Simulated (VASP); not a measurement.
# MgH2 (P4_2/mnm) in VASP: vibrations by perturbation theory with PBE

Aim: the vibrations by perturbation theory of MgH2 with PBE.

All numbers are computed with VASP 6.6.1; they aren't measurements. Logs are shortened: lines on timing, memory, paths and dates and some standing lists are left out, and cuts for length are marked.

**1. The cell of the first run**

It takes space group P4_2/mnm (No. 136, tetragonal). Conventional cell: a = 4.517 Å, b = 4.517 Å, c = 3.013 Å, α = 90.00°, β = 90.00°, γ = 90.00°. Within 2.6 Å of Mg (site symmetry mmm) lie 6 H at 1.94 to 1.96 Å. Within 2.6 Å of H (site symmetry m2m) lie 3 Mg at 1.94 to 1.96 Å and 1 H at 2.50 Å.

**2. Vibrations by perturbation theory, PBE**

INCAR reads:

```
  PREC = Accurate
  ENCUT = 520
  EDIFF = 1E-8
  ISMEAR = 0
  SIGMA = 0.01
  LREAL = F
  LASPH = T
  NELM = 100
  ALGO = Normal
  ISIF = 2
  LWAVE = F
  LCHARG = F
  GGA = PE
  IBRION = 8
  NSW = 1
  LEPSILON = T
```

KPOINTS reads:

```
regular mesh
0
Gamma
  6 6 8
```

POSCAR reads:

```
MgH2
1.0
    4.5168034799      0.0000000000      0.0000000000
    0.0000000000      4.5168034799      0.0000000000
    0.0000000000      0.0000000000      3.0132594083
Mg H
2 4
Direct
    0.5000000000      0.5000000000      0.5000000000
    0.0000000000      0.0000000000      0.0000000000
    0.6955940926      0.6955940926      0.0000000000
    0.8044059074      0.1955940926      0.5000000000
    0.3044059074      0.3044059074      0.0000000000
    0.1955940926      0.8044059074      0.5000000000
```

Potentials or basis: VASP PAW PBE potentials, release 64 (Mg, H).

The run is started by

```bash
cat potpaw_PBE.64/Mg/POTCAR potpaw_PBE.64/H/POTCAR > POTCAR
mpirun -np 1 vasp_std > vasp.out
```

OUTCAR:

```text
PREC = Accurate
   ENCUT = 520
   EDIFF = 1E-8
   ISMEAR = 0
   LREAL = F
   LASPH = T
   NELM = 100
   ISIF = 2
   GGA = PE
   IBRION = 8
   NSW = 1
   LEPSILON = T

 ion  position               nearest neighbor table
   1  0.500  0.500  0.500-   4 1.94   6 1.94   5 1.96   3 1.96   3 1.96   5 1.96   2 3.53   2 3.53
                             2 3.53   2 3.53   2 3.53   2 3.53   2 3.53   2 3.53
   2  0.000  0.000  0.000-   3 1.94   5 1.94   4 1.96   6 1.96   4 1.96   6 1.96   1 3.53   1 3.53
                             1 3.53   1 3.53   1 3.53   1 3.53   1 3.53   1 3.53
   3  0.696  0.696  0.000-   2 1.94   1 1.96   1 1.96
   4  0.804  0.196  0.500-   1 1.94   2 1.96   2 1.96
   5  0.304  0.304  0.000-   2 1.94   1 1.96   1 1.96
   6  0.196  0.804  0.500-   1 1.94   2 1.96   2 1.96

  LATTYP: Found a simple tetragonal cell.
 ALAT       =     4.5168034799
 C/A-ratio  =     0.6671220968

  Lattice vectors:

 A1 = (   4.5168034799,   0.0000000000,   0.0000000000)
 A2 = (   0.0000000000,   4.5168034799,   0.0000000000)
 A3 = (   0.0000000000,   0.0000000000,   3.0132594083)

Analysis of symmetry for initial positions (statically):
=====================================================================
 Subroutine PRICEL returns:
 Original cell was already a primitive cell.

 Routine SETGRP: Setting up the symmetry group for a
 simple tetragonal supercell.

 Subroutine GETGRP returns: Found 16 space group operations
 (whereof  8 operations were pure point group operations)
 out of a pool of 16 trial point group operations.

The static configuration has the point symmetry D_2h.
 The point group associated with its full space group is D_4h.

Analysis of symmetry for dynamics (positions and initial velocities):
=====================================================================
 Subroutine PRICEL returns:
 Original cell was already a primitive cell.

 Routine SETGRP: Setting up the symmetry group for a
 simple tetragonal supercell.

 Subroutine GETGRP returns: Found 16 space group operations
 (whereof  8 operations were pure point group operations)
 out of a pool of 16 trial point group operations.

The dynamic configuration has the point symmetry D_2h.
 The point group associated with its full space group is D_4h.

 Subroutine INISYM returns: Found 16 space group operations
 (whereof  8 operations are pure point group operations),
 and found     1 'primitive' translations

----------------------------------------------------------------------------------------
[... 522 lines left out ...]
  x     0.00000     0.00000     0.00000     0.00000     0.00000     0.00000
  y     0.00000     0.00000     0.00000     0.00000     0.00000     0.00000
  z     0.00000     0.00000     0.00000     0.00000     0.00000     0.00000

 PIEZOELECTRIC TENSOR (including local field effects)  for field in x, y, z        (C/m^2)
          XX          YY          ZZ          XY          YZ          ZX
  --------------------------------------------------------------------------------
  x     0.00000     0.00000     0.00000     0.00000     0.00000     0.00000
  y     0.00000     0.00000     0.00000     0.00000     0.00000     0.00000
  z     0.00000     0.00000     0.00000     0.00000     0.00000     0.00000

 BORN EFFECTIVE CHARGES (including local field effects) (in |e|, cummulative output)
 ---------------------------------------------------------------------------------
 ion    1
    1     1.86847    -0.13175     0.00000
    2    -0.13175     1.86847     0.00000
    3     0.00000     0.00000     1.95894
 ion    2
    1     1.86847     0.13175     0.00000
    2     0.13175     1.86847     0.00000
    3     0.00000     0.00000     1.95894
 ion    3
    1    -0.93424    -0.22115     0.00000
    2    -0.22115    -0.93424     0.00000
    3     0.00000     0.00000    -0.97947
 ion    4
    1    -0.93424     0.22115     0.00000
    2     0.22115    -0.93424     0.00000
    3     0.00000     0.00000    -0.97947
 ion    5
    1    -0.93424    -0.22115     0.00000
    2    -0.22115    -0.93424     0.00000
    3     0.00000     0.00000    -0.97947
 ion    6
    1    -0.93424     0.22115     0.00000
    2     0.22115    -0.93424     0.00000
    3     0.00000     0.00000    -0.97947

 INTERNAL STRAIN TENSOR FOR ION    6 for displacements in x,y,z  (eV/Angst):
          X           Y           Z          XY          YZ          ZX
  --------------------------------------------------------------------------------
  x    -0.20239     0.22827    -0.73645    -0.46558     0.00000     0.00000
  y    -0.22827     0.20239     0.73645     0.46560     0.00000     0.00000
  z     0.00000     0.00000     0.00000     0.00000     1.16442    -1.16443

 SECOND DERIVATIVES (NOT SYMMETRIZED)
 ------------------------------------
               1X          1Y          1Z          2X          2Y          2Z          3X          3Y          3Z          4X          4Y          4Z          5X          5Y          5Z          6X          6Y          6Z
  1X    -5.973462   -0.014254    0.000000    2.183235   -0.000022    0.000000    1.191193    0.869933    0.000000    0.703920   -0.862795    0.000000    1.191193    0.869933    0.000000    0.703920   -0.862795    0.000000
  1Y    -0.014254   -5.973462    0.000000   -0.000022    2.183235    0.000000    0.869933    1.191193    0.000000   -0.862795    0.703920    0.000000    0.869933    1.191193    0.000000   -0.862795    0.703920    0.000000
  1Z     0.000000    0.000000   -5.051506    0.000000    0.000000    0.068790    0.000000    0.000000    2.321110    0.000000    0.000000    0.170248    0.000000    0.000000    2.321110    0.000000    0.000000    0.170248
  2X     2.183235    0.000022    0.000000   -5.973462    0.014254    0.000000    0.703920    0.862795    0.000000    1.191193   -0.869933    0.000000    0.703920    0.862795    0.000000    1.191193   -0.869933    0.000000
  2Y     0.000022    2.183235    0.000000    0.014254   -5.973462    0.000000    0.862795    0.703920    0.000000   -0.869933    1.191193    0.000000    0.862795    0.703920    0.000000   -0.869933    1.191193    0.000000
  2Z     0.000000    0.000000    0.068790    0.000000    0.000000   -5.051506    0.000000    0.000000    0.170248    0.000000    0.000000    2.321110    0.000000    0.000000    0.170248    0.000000    0.000000    2.321110
  3X     1.191860    0.869732    0.000000    0.704218    0.862727    0.000000   -3.577259   -2.293309    0.000000    0.063502   -0.004075    0.000000    0.581512    0.560204    0.000000    1.036168    0.004722    0.000000
  3Y     0.869732    1.191860    0.000000    0.862727    0.704218    0.000000   -2.293309   -3.577259    0.000000    0.004722    1.036168    0.000000    0.560204    0.581512    0.000000   -0.004075    0.063502    0.000000
  3Z     0.000000    0.000000    2.323000    0.000000    0.000000    0.170227    0.000000    0.000000   -3.472235    0.000000    0.000000    0.498591    0.000000    0.000000   -0.018173    0.000000    0.000000    0.498591
  4X     0.704218   -0.862727    0.000000    1.191860   -0.869732    0.000000    0.063502    0.004075    0.000000   -3.577259    2.293309    0.000000    1.036168   -0.004722    0.000000    0.581512   -0.560204    0.000000
  4Y    -0.862727    0.704218    0.000000   -0.869732    1.191860    0.000000   -0.004722    1.036168    0.000000    2.293309   -3.577259    0.000000    0.004075    0.063502    0.000000   -0.560204    0.581512    0.000000
  4Z     0.000000    0.000000    0.170227    0.000000    0.000000    2.323000    0.000000    0.000000    0.498591    0.000000    0.000000   -3.472235    0.000000    0.000000    0.498591    0.000000    0.000000   -0.018173
  5X     1.191860    0.869732    0.000000    0.704218    0.862727    0.000000    0.581512    0.560204    0.000000    1.036168    0.004722    0.000000   -3.577259   -2.293309    0.000000    0.063502   -0.004075    0.000000
  5Y     0.869732    1.191860    0.000000    0.862727    0.704218    0.000000    0.560204    0.581512    0.000000   -0.004075    0.063502    0.000000   -2.293309   -3.577259    0.000000    0.004722    1.036168    0.000000
  5Z     0.000000    0.000000    2.323000    0.000000    0.000000    0.170227    0.000000    0.000000   -0.018173    0.000000    0.000000    0.498591    0.000000    0.000000   -3.472235    0.000000    0.000000    0.498591
  6X     0.704218   -0.862727    0.000000    1.191860   -0.869732    0.000000    1.036168   -0.004722    0.000000    0.581512   -0.560204    0.000000    0.063502    0.004075    0.000000   -3.577259    2.293309    0.000000
  6Y    -0.862727    0.704218    0.000000   -0.869732    1.191860    0.000000    0.004075    0.063502    0.000000   -0.560204    0.581512    0.000000   -0.004722    1.036168    0.000000    2.293309   -3.577259    0.000000
  6Z     0.000000    0.000000    0.170227    0.000000    0.000000    2.323000    0.000000    0.000000    0.498591    0.000000    0.000000   -0.018173    0.000000    0.000000    0.498591    0.000000    0.000000   -3.472235

 Eigenvectors and eigenvalues of the dynamical matrix
 ----------------------------------------------------

   1 f  =   44.151698 THz   277.413300 2PiTHz 1472.742118 cm-1   182.596669 meV
             X         Y         Z           dx          dy          dz
      2.258402  2.258402  1.506630     0.000000    0.000000   -0.000000
      0.000000  0.000000  0.000000     0.000000   -0.000000    0.000000
      3.141862  3.141862  0.000000     0.353553    0.353553   -0.000000
      3.633343  0.883460  1.506630     0.353553   -0.353553   -0.000000
      1.374942  1.374942  0.000000    -0.353553   -0.353553    0.000000
      0.883460  3.633343  1.506630    -0.353553    0.353553    0.000000
[... 145 lines left out ...]
  18 f/i=    0.002551 THz     0.016030 2PiTHz    0.085098 cm-1     0.010551 meV
             X         Y         Z           dx          dy          dz
      2.258402  2.258402  1.506630     0.000000    0.000000    0.679714
      0.000000  0.000000  0.000000     0.000000    0.000000    0.679714
      3.141862  3.141862  0.000000     0.000000    0.000000    0.137821
      3.633343  0.883460  1.506630     0.000000    0.000000    0.137821
      1.374942  1.374942  0.000000     0.000000    0.000000    0.137821
      0.883460  3.633343  1.506630     0.000000    0.000000    0.137821

--------------------------------------------------------------------------------------------------------

 MACROSCOPIC STATIC DIELECTRIC TENSOR IONIC CONTRIBUTION
 ------------------------------------------------------
           7.307611     0.000000     0.000000
           0.000000     7.307611     0.000000
           0.000000     0.000000     4.532775
 ------------------------------------------------------

 ELASTIC MODULI CONTR FROM IONIC RELAXATION (kBar)
 Direction    XX          YY          ZZ          XY          YZ          ZX
 --------------------------------------------------------------------------------
 XX         -29.8625     29.8509      0.3284      0.0000      0.0000      0.0000
 YY          29.8509    -29.8625      0.3284     -0.0000     -0.0000     -0.0000
 ZZ           0.3284      0.3284    -18.6959     -0.0000      0.0000      0.0000
 XY           0.0000     -0.0000     -0.0000     -5.6665     -0.0000     -0.0000
 YZ           0.0000     -0.0000      0.0000     -0.0000    -40.9221      0.0000
 ZX           0.0000     -0.0000      0.0000     -0.0000      0.0000    -40.9231
 --------------------------------------------------------------------------------

 PIEZOELECTRIC TENSOR IONIC CONTR  for field in x, y, z        (C/m^2)
          XX          YY          ZZ          XY          YZ          ZX
  --------------------------------------------------------------------------------
  x    -0.00000     0.00000    -0.00000     0.00000     0.00000     0.00000
  y    -0.00000     0.00000     0.00000    -0.00000    -0.00000    -0.00000
  z     0.00000    -0.00000     0.00000    -0.00000    -0.00000    -0.00000
```

Wall time 4.5 min (1 thread of Intel Xeon Platinum 8488C (Sapphire Rapids), shared host); peak memory 0.37 GiB.

What came out:

```
Electronic dielectric tensor (diagonal) : 3.91, 3.91, 3.95
Born charges (mean of the diagonal)     : Mg +1.90; H -0.95 e
Highest phonon frequency at Γ           : 1473 cm⁻¹
```

Phonon frequencies in cm⁻¹ (negative: imaginary):
```
              q point                                                             frequencies
(0.000, 0.000, 0.000)  0 0 0 183 297 298 298 524 524 789 857 969 969 1115 1183 1183 1282 1473
```

Electronic dielectric tensor:
```
3.91 0.00 0.00
0.00 3.91 0.00
0.00 0.00 3.95
```

Born effective charge tensors (e):
atom 1, Mg
```
 1.87 -0.13  0.00
-0.13  1.87  0.00
 0.00  0.00  1.96
```
atom 2, Mg
```
1.87 0.13 0.00
0.13 1.87 0.00
0.00 0.00 1.96
```
atom 3, H
```
-0.93 -0.22  0.00
-0.22 -0.93  0.00
 0.00  0.00 -0.98
```
atom 4, H
```
-0.93  0.22  0.00
 0.22 -0.93  0.00
 0.00  0.00 -0.98
```
atom 5, H
```
-0.93 -0.22  0.00
-0.22 -0.93  0.00
 0.00  0.00 -0.98
```
atom 6, H
```
-0.93  0.22  0.00
 0.22 -0.93  0.00
 0.00  0.00 -0.98
```
